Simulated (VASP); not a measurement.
# Al2InN3 (Cmc2_1) in VASP: single point with PBE

Aim: the single point of Al2InN3 with PBE.

All numbers are computed with VASP 6.6.1; they aren't measurements. Logs are shortened: lines on timing, memory, paths and dates and some standing lists are left out, and cuts for length are marked.

### Step 1. The cell of the first run

The structure is orthorhombic, space group Cmc2_1 (No. 36). Conventional cell: a = 9.760 Å, b = 5.611 Å, c = 5.199 Å, α = 90.00°, β = 90.00°, γ = 90.00°. Al (site symmetry 1) has 4 N at 1.89 to 1.90 Å within 2.5 Å. Al (site symmetry 1) has 4 N at 1.89 to 1.90 Å within 2.5 Å. In (site symmetry m) has 4 N at 2.16 to 2.19 Å within 2.9 Å. Within 2.9 Å of In (site symmetry m) lie 4 N at 2.16 to 2.19 Å. N (site symmetry 1) has 3 Al at 1.89 to 1.90 Å and 1 In at 2.16 Å within 2.5 Å. N (site symmetry 1) has 3 Al at 1.89 to 1.90 Å and 1 In at 2.16 Å within 2.5 Å. N (site symmetry m) has 2 Al at 1.89 Å and 2 In at 2.17 to 2.19 Å within 2.5 Å. N (site symmetry m) has 2 Al at 1.89 Å and 2 In at 2.17 to 2.19 Å within 2.5 Å.

### Step 2. Single point, PBE

INCAR

```
SYSTEM = Al2InN3
ALGO = Normal
EDIFF = 1E-7
ENCUT = 520
GGA = PE
ISIF = 2
ISMEAR = 0
LASPH = .True.
LCHARG = .False.
LREAL = Auto
LWAVE = .False.
NBANDS = 166
NELM = 80
PREC = Accurate
SIGMA = 0.05
```

KPOINTS

```
k-points
0
Gamma
  2 2 2
  0 0 0
```

POSCAR

```
Al2InN3
1.0
    4.8800190000      2.8055150000      5.1994620000
    4.8800190000     -2.8055150000     -5.1994620000
   -4.8800190000      8.4165450000     -5.1994620000
Al In N
16 8 24
Direct
    0.7512170000      0.1759080000      0.5836830000
    0.5012170000      0.6759080000      0.8336830000
    0.2512170000      0.1759080000      0.0836830000
    0.0012170000      0.6759080000      0.3336830000
    0.1577740000      0.3324650000      0.8336830000
    0.4077740000      0.8324650000      0.5836830000
    0.6577740000      0.3324650000      0.3336830000
    0.9077740000      0.8324650000      0.0836830000
    0.8695960000      0.5824650000      0.7955040000
    0.1195960000      0.0824650000      0.5455040000
    0.3695960000      0.5824650000      0.2955040000
    0.6195960000      0.0824650000      0.0455040000
    0.2130390000      0.9259080000      0.7955040000
    0.4630390000      0.4259080000      0.5455040000
    0.7130390000      0.9259080000      0.2955040000
    0.9630390000      0.4259080000      0.0455040000
    0.8356380000      0.0068080000      0.8424460000
    0.0856380000      0.5068080000      0.5924460000
    0.3356380000      0.0068080000      0.3424460000
    0.5856380000      0.5068080000      0.0924460000
    0.5325530000      0.2568080000      0.7893620000
    0.0325530000      0.2568080000      0.2893620000
    0.7825530000      0.7568080000      0.5393620000
    0.2825530000      0.7568080000      0.0393620000
    0.3483810000      0.0073820000      0.9852000000
    0.8483810000      0.0073820000      0.4852000000
    0.5983810000      0.5073820000      0.7352000000
    0.0983810000      0.5073820000      0.2352000000
    0.9778170000      0.6368180000      0.9852000000
    0.2278170000      0.1368180000      0.7352000000
    0.4778170000      0.6368180000      0.4852000000
    0.7278170000      0.1368180000      0.2352000000
    0.9545180000      0.3868180000      0.7119010000
    0.7045180000      0.8868180000      0.9619010000
    0.4545180000      0.3868180000      0.2119010000
    0.2045180000      0.8868180000      0.4619010000
    0.0750820000      0.2573820000      0.9619010000
    0.3250820000      0.7573820000      0.7119010000
    0.5750820000      0.2573820000      0.4619010000
    0.8250820000      0.7573820000      0.2119010000
    0.7026450000      0.2966190000      0.9992640000
    0.2026450000      0.2966190000      0.4992640000
    0.9526450000      0.7966190000      0.7492640000
    0.4526450000      0.7966190000      0.2492640000
    0.6257370000      0.0466190000      0.6723550000
    0.3757370000      0.5466190000      0.9223550000
    0.1257370000      0.0466190000      0.1723550000
    0.8757370000      0.5466190000      0.4223550000
```

Potentials or basis: VASP PAW PBE potentials, release 64 (Al, In_d, N).

Run with:

```sh
> cat potpaw_PBE.64/Al/POTCAR potpaw_PBE.64/In_d/POTCAR potpaw_PBE.64/N/POTCAR > POTCAR
> mpirun -np 1 vasp_std > vasp.out
```

OUTCAR:

```text
SYSTEM = Al2InN3
   EDIFF = 1E-7
   ENCUT = 520
   GGA = PE
   ISIF = 2
   ISMEAR = 0
   LASPH = .True.
   LREAL = Auto
   NELM = 80
   PREC = Accurate

 ion  position               nearest neighbor table
   1  0.751  0.176  0.584-  33 1.89  39 1.89  45 1.89  26 1.90   9 3.17  10 3.17  14 3.18  15 3.18
                             7 3.19   5 3.19  19 3.20  23 3.20  18 3.21  21 3.24  17 3.34   6 3.35
   2  0.501  0.676  0.834-  34 1.89  38 1.89  46 1.89  27 1.90  12 3.17   9 3.17  13 3.18  14 3.18
                             6 3.19   8 3.19  18 3.20  21 3.20  17 3.21  24 3.24  20 3.34   5 3.35
   3  0.251  0.176  0.084-  35 1.89  37 1.89  47 1.89  25 1.90  11 3.17  12 3.17  16 3.18  13 3.18
                             5 3.19   7 3.19  17 3.20  24 3.20  20 3.21  22 3.24  19 3.34   8 3.35
   4  0.001  0.676  0.334-  36 1.89  40 1.89  48 1.89  28 1.90  10 3.17  11 3.17  15 3.18  16 3.18
                             8 3.19   6 3.19  20 3.20  22 3.20  19 3.21  23 3.24  18 3.34   7 3.35
   5  0.158  0.332  0.834-  37 1.89  33 1.89  46 1.89  30 1.90  16 3.17  13 3.17   9 3.18  10 3.18
                             3 3.19   1 3.19  18 3.20  21 3.20  17 3.21  24 3.24  20 3.34   2 3.35
   6  0.408  0.832  0.584-  38 1.89  36 1.89  45 1.89  31 1.90  13 3.17  14 3.17  10 3.18  11 3.18
                             2 3.19   4 3.19  19 3.20  23 3.20  18 3.21  21 3.24  17 3.34   1 3.35
   7  0.658  0.332  0.334-  39 1.89  35 1.89  48 1.89  32 1.90  14 3.17  15 3.17  11 3.18  12 3.18
                             1 3.19   3 3.19  20 3.20  22 3.20  19 3.21  23 3.24  18 3.34   4 3.35
   8  0.908  0.832  0.084-  40 1.89  34 1.89  47 1.89  29 1.90  15 3.17  16 3.17  12 3.18   9 3.18
                             4 3.19   2 3.19  17 3.20  24 3.20  20 3.21  22 3.24  19 3.34   3 3.35
   9  0.870  0.582  0.796-  27 1.89  29 1.89  43 1.89  33 1.90   1 3.17   2 3.17   5 3.18   8 3.18
[... 53 lines left out ...]
  47  0.126  0.047  0.172-   3 1.89   8 1.89  19 2.17  22 2.19
  48  0.876  0.547  0.422-   4 1.89   7 1.89  18 2.17  23 2.19

  LATTYP: Found a base centered monoclinic cell.
 ALAT       =    11.8161448036
 B/A-ratio  =     0.8259917395
 C/A-ratio  =     0.9497226199
 COS(beta)  =    -0.4748613100

  Lattice vectors:

 A1 = (   4.8800190000,  -2.8055150000,  -5.1994620000)
 A2 = (  -4.8800190000,  -2.8055150000,  -5.1994620000)
 A3 = (   0.0000000000,  11.2220600000,   0.0000000000)

Analysis of symmetry for initial positions (statically):
=====================================================================
 Subroutine PRICEL returns following result:

  LATTYP: Found a base centered orthorhombic cell.
 ALAT       =     5.6110300000
 B/A-ratio  =     1.7394378572
 C/A-ratio  =     0.9266501872

  Lattice vectors:

 A1 = (  -4.8800190000,   2.8055150000,   0.0000000000)
 A2 = (   4.8800190000,   2.8055150000,   0.0000000000)
 A3 = (   0.0000000000,   0.0000000000,  -5.1994620000)

   4 primitive cells build up your supercell.

[... 147 lines left out ...]
   EMIN   =  10.00;   EMAX   =-10.00  energy-range for DOS
   EFERMI =   0.00;   METHOD = LEGACY
   ISMEAR =     0;   SIGMA  =   0.05  broadening in eV -4-tet -1-fermi 0-gaus
   EFERMI_NEDOS =   21; number of points for ismear=-14 and -15
   IALGO  =     38    algorithm
   IMIX   =      4    mixing-type and parameters
     AMIX     =   0.40;   BMIX     =  1.00
     AMIX_MAG =   1.60;   BMIX_MAG =  1.00
  volume/ion in A,a.u.               =      11.86        80.06
  Fermi-wavevector in a.u.,A,eV,Ry     =   1.279687  2.418257 22.280872  1.637598
  Thomas-Fermi vector in A             =   2.412158
   LORBIT       =      0    0 simple, 1 ext, 2 COOP (PROOUT), +10 PAW based schemes
   GGA     = PE    functional components
   LHFCALC =     F    Hartree Fock is set to
   AEXX    =    0.0000 exact exchange contribution
   IVDW    =     0    specifies the selected vdW correction
   LEPSILON=     F    determine dielectric tensor
   LRPA    =     F    only Hartree local field effects (RPA)
 non-spin polarized calculation
 Gauss-broadening in eV      SIGMA  =   0.05
  energy-cutoff  :      520.00
  volume of cell :      569.49
 maximum number of plane-waves:     15334
 NGX is ok and might be reduce to    60
   NGX = 29   NGY = 29   NGZ = 41

 number of electron     271.9999991 magnetization

 Free energy of the ion-electron system (eV)
  ---------------------------------------------------
  ext. energy  EPLUGINS =         0.00000000
  ---------------------------------------------------
  free energy    TOTEN  =      -323.13330826 eV

  energy without entropy =     -323.13330826  energy(sigma->0) =     -323.13330826

 E-fermi :   6.5747     XC(G=0): -10.9714

 val. band max:        6.3346541725   @ k =   0.0000   0.0000   0.0000
 cond. band min:       8.6283076057   @ k =   0.0000   0.0000   0.0000
 fundamental gap:      2.2936534332
 Fermi energy:         6.5746739353

 k-point     1 :       0.0000    0.0000    0.0000
  band No.  band energies     occupation
      1      -8.4968      2.00000
      2      -7.9819      2.00000
      3      -7.9819      2.00000
      4      -7.8911      2.00000
      5      -7.6876      2.00000
      6      -7.6876      2.00000
[... 895 lines left out ...]
    147      11.8371      0.00000
    148      11.9419      0.00000
 [bands above 148 left out]

------------------------ aborting loop because EDIFF is reached ----------------------------------------

  FORCE on cell =-STRESS in cart. coord.  units (eV):
  Direction    XX          YY          ZZ          XY          YZ          ZX
  --------------------------------------------------------------------------------------
  -------------------------------------------------------------------------------------
  Total       15.1587163     15.2164815     15.7826722      0.0000000      0.0323412     -0.0000000
  in kB       42.6471982     42.8097134     44.4026219      0.0000000      0.0909879     -0.0000000
  external PRESSURE =      43.2865112 kB  Pullay stress =       0.0000000 kB

 VOLUME and BASIS-vectors are now :
 -----------------------------------------------------------------------------
  energy-cutoff  :      520.00
  volume of cell :      569.49
      direct lattice vectors                 reciprocal lattice vectors
     4.880019000  2.805515000  5.199462000     0.102458617  0.089110199  0.048081898
     4.880019000 -2.805515000 -5.199462000     0.102458617  0.000000000 -0.096163795
    -4.880019000  8.416545000 -5.199462000     0.000000000  0.089110199 -0.048081898

 POSITION                                       TOTAL-FORCE (eV/Angst)
 -----------------------------------------------------------------------------------
      1.67600      6.52663     -0.04354        -0.004081      0.008342      0.003495
      1.67600      6.52663     -5.24300        -0.004081      0.008342      0.003495
      1.67600      0.91560     -0.04354        -0.004081      0.008342      0.003495
      1.67600      0.91560     -5.24300        -0.004081      0.008342      0.003495
     -1.67601      6.52663     -5.24300         0.004081      0.008342      0.003495
      3.20401      3.72112     -5.24300         0.004081      0.008342      0.003495
[... 40 lines left out ...]
      0.00000      1.67260     -0.48478         0.000000     -0.014969      0.009171
      4.88002      4.47812     -0.48478         0.000000     -0.014969      0.009171
 -----------------------------------------------------------------------------------
    total drift:                                0.036748      0.045496      0.000548

  FREE ENERGIE OF THE ION-ELECTRON SYSTEM (eV)
  ---------------------------------------------------
  free  energy   TOTEN  =      -323.1333082619 eV

  energy  without entropy=     -323.1333082619  energy(sigma->0) =     -323.13330826
```

Run time: 46 min. Hardware: 1 thread of Oxide Virtual Turin-like, shared host; peak memory 0.81 GiB.

Results:

```yaml
Free_energy: -323.1333 eV
Pressure: 4.3 GPa
Largest_force: 0.020 eV/Å
Band_gap_on_the_k_mesh: 2.29 eV
```

Forces on the atoms (eV/Å):
```
Al  -0.004  0.008  0.003
Al  -0.004  0.008  0.003
Al  -0.004  0.008  0.003
Al  -0.004  0.008  0.003
Al   0.004  0.008  0.003
Al   0.004  0.008  0.003
Al   0.004  0.008  0.003
Al   0.004  0.008  0.003
Al   0.002 -0.010  0.001
Al   0.002 -0.010  0.001
Al   0.002 -0.010  0.001
Al   0.002 -0.010  0.001
Al  -0.002 -0.010  0.001
Al  -0.002 -0.010  0.001
Al  -0.002 -0.010  0.001
Al  -0.002 -0.010  0.001
In   0.000  0.015  0.002
In   0.000  0.015  0.002
In   0.000  0.015  0.002
In   0.000  0.015  0.002
In   0.000 -0.008  0.002
In   0.000 -0.008  0.002
In   0.000 -0.008  0.002
In   0.000 -0.008  0.002
N    0.018 -0.005 -0.009
N    0.018 -0.005 -0.009
N    0.018 -0.005 -0.009
N    0.018 -0.005 -0.009
N   -0.018 -0.005 -0.009
N   -0.018 -0.005 -0.009
N   -0.018 -0.005 -0.009
N   -0.018 -0.005 -0.009
N   -0.018  0.004 -0.007
N   -0.018  0.004 -0.007
N   -0.018  0.004 -0.007
N   -0.018  0.004 -0.007
N    0.018  0.004 -0.007
N    0.018  0.004 -0.007
N    0.018  0.004 -0.007
N    0.018  0.004 -0.007
N    0.000  0.013  0.009
N    0.000  0.013  0.009
N    0.000  0.013  0.009
N    0.000  0.013  0.009
N    0.000 -0.015  0.009
N    0.000 -0.015  0.009
N    0.000 -0.015  0.009
N    0.000 -0.015  0.009
```

Caveat: the k points lie up to 0.44 Å⁻¹ apart; spin-orbit coupling is left out, which moves the levels of the heavy elements.
